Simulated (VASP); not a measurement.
A run of VASP 6.6.1 is set up as follows.

The input INCAR:

```
SYSTEM = GePtN4
  ALGO = Normal
  EDIFF = 1E-6
  ENCUT = 520
  GGA = PE
  ISIF = 2
  ISMEAR = 0
  LASPH = .TRUE.
  LCHARG = .FALSE.
  LREAL = .FALSE.
  LWAVE = .FALSE.
  NBANDS = 31
  NELM = 80
  PREC = Accurate
  SIGMA = 0.1
```

The input KPOINTS:

```
k-points
0
G
  6 6 4
  0 0 0
```

POSCAR

```
GePtN4
1.0
    3.7096182779      0.0000000000      0.0000000000
    0.0000000000      3.7096182779      0.0000000000
    0.0000000000      0.0000000000      8.7564891671
Ge Pt N
1 1 4
Direct
    0.5000000000      0.5000000000      0.5000000000
    0.0000000000      0.0000000000      0.0000000000
    0.5000000000      0.0000000000      0.0000000000
    0.0000000000      0.5000000000      0.0000000000
    0.0000000000      0.0000000000      0.4318124527
    0.0000000000      0.0000000000      0.5681875473
```

Potentials or basis: VASP PAW PBE potentials, release 64 (Ge_d, Pt, N).

Run with:

```bash
$ cat potpaw_PBE.64/Ge_d/POTCAR potpaw_PBE.64/Pt/POTCAR potpaw_PBE.64/N/POTCAR > POTCAR
$ mpirun -np 1 vasp_std > vasp.out
```

(1) What does it give for the pressure?

(2) Estimate the largest force.

(3) Estimate the band gap on the k mesh.

## Answers

(1) 0.1 GPa.

(2) 0.481 eV/Å.

(3) zero (band 22 reaches 2.46 eV, above the bottom of band 23 at 1.01 eV).

Caveat: the standard files for N, O and F lose accuracy on very short bonds; spin-orbit coupling is left out, which moves the levels of the heavy elements.
